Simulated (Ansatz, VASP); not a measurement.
**Si2W in VASP and in Ansatz**

The input INCAR:

```
PREC = Accurate ; ENCUT = 520
EDIFF = 1E-6 ; ISMEAR = -1
SIGMA = 0.05 ; LREAL = F
LASPH = T ; NELM = 60
ALGO = Normal ; ISIF = 2
LWAVE = F ; LCHARG = F
GGA = CA ; NBANDS = 18
```

Contents of KPOINTS:

```
Automatic mesh
0
Gamma
  12 12 12
```

File POSCAR:

```
Si2W
1.0
   -1.6280458460      1.6280458460      3.9664684080
    1.6280458460     -1.6280458460      3.9664684080
    1.6280458460      1.6280458460     -3.9664684080
W Si
1 2
Direct
    0.0000000000      0.0000000000      0.0000000000
    0.6653000000      0.6653000000      0.0000000000
    0.3347000000      0.3347000000      0.0000000000
```

input.yaml

```yaml
crystal:
  lattice:
    - [-1.628045846, 1.628045846, 3.966468408]
    - [1.628045846, -1.628045846, 3.966468408]
    - [1.628045846, 1.628045846, -3.966468408]
  atoms:
    - { symbol: W, position: [0.0, 0.0, 0.0] }
    - { symbol: Si, position: [0.6653, 0.6653, 0.0] }
    - { symbol: Si, position: [0.3347, 0.3347, 0.0] }
kpoints:
  mp_grid: { grid: [12, 12, 12] }
scf:
  occupations: { method: fermi_dirac, width: 0.05 }
hamiltonian:
  xc: lda
  pseudopotentials: { kind: all_electron, lapw: { basis_error: 0.002 } }
output:
  forces: true
  stress: true
  eigenvalues: true
```

Change from the starting cell: volume scaled by 1.04.

Alike in both runs: task single point; functional LDA; k mesh 12 × 12 × 12; occupations fermi-dirac, width 0.05 eV; no spin polarisation.

|  | VASP | Ansatz |
| --- | --- | --- |
| version | VASP 6.6.1 | Ansatz 0.2.0 |
| potentials or method | VASP PAW LDA potentials, release 64 (W_sv, Si), cutoff 520 eV | all-electron LAPW, scalar-relativistic |

Ansatz gave:

* gap on the k mesh at the Fermi level (eV): none
* pressure (GPa): -13.5
* traceless stress, the component that is largest in VASP (GPa): -0.73
* rms of the force components (eV/Å): 0.071

Q: Estimate VASP's values.

A: gap on the k mesh at the Fermi level (eV): none; pressure (GPa): -12.9; traceless stress, the component that is largest in VASP (GPa): -0.69; rms of the force components (eV/Å): 0.065.

LDA's correlation is that of Perdew and Zunger in VASP and of Perdew and Wang (1992) in Ansatz. Atom by atom the forces differ by 0.006 eV/Å (rms over components). A gap of «none» marks a metal or a gap that the smearing closes. Ansatz ran all-electron here, and VASP with PAW potentials.

Neither program's run includes spin-orbit coupling.
